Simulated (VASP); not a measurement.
Here is a VASP 6.6.1 calculation.

Contents of POSCAR:

```
KBr
1.0
    0.0000000000      3.6882992926      3.6882992926
    3.6882992926      0.0000000000      3.6882992926
    3.6882992926      3.6882992926      0.0000000000
K Br
1 1
Direct
    0.0000000000      0.0000000000      0.0000000000
    0.2500000000      0.2500000000      0.2500000000
```

INCAR.step1

```
PREC = Accurate
ENCUT = 520
EDIFF = 1E-5
ISMEAR = 0
SIGMA = 0.05
LREAL = False
LASPH = True
NELM = 80
ALGO = Normal
ISIF = 2
LWAVE = True
LCHARG = False
NBANDS = 15
GGA = PE
```

Contents of INCAR.step2:

```
PREC = Accurate
ENCUT = 520
EDIFF = 1E-6
ISMEAR = 0
SIGMA = 0.05
LREAL = False
LASPH = True
NELM = 80
ALGO = Normal
ISIF = 2
LWAVE = False
LCHARG = False
GGA = PE
LHFCALC = True
HFSCREEN = 0.2079
PRECFOCK = Normal
NBANDS = 15
ISTART = 1
```

The input KPOINTS:

```
Automatic mesh
0
Gamma
  4 4 4
```

Potentials or basis: VASP PAW PBE potentials, release 64 (K_sv, Br).

Command:

```console
$ cat potpaw_PBE.64/K_sv/POTCAR potpaw_PBE.64/Br/POTCAR > POTCAR
$ cp INCAR.step1 INCAR
$ mpirun -np 1 vasp_std > vasp.out
$ cp INCAR.step2 INCAR
$ mpirun -np 1 vasp_std > vasp.out
```

Task: Estimate the band gap on the k mesh.

Result: 5.39 eV (least direct gap 5.40 eV).

Task: Predict the pressure.

Result: 0.2 GPa.

Caveat: the PAW data sets were made with another functional, which shifts forces and pressure a little. A k mesh can miss the band edges.
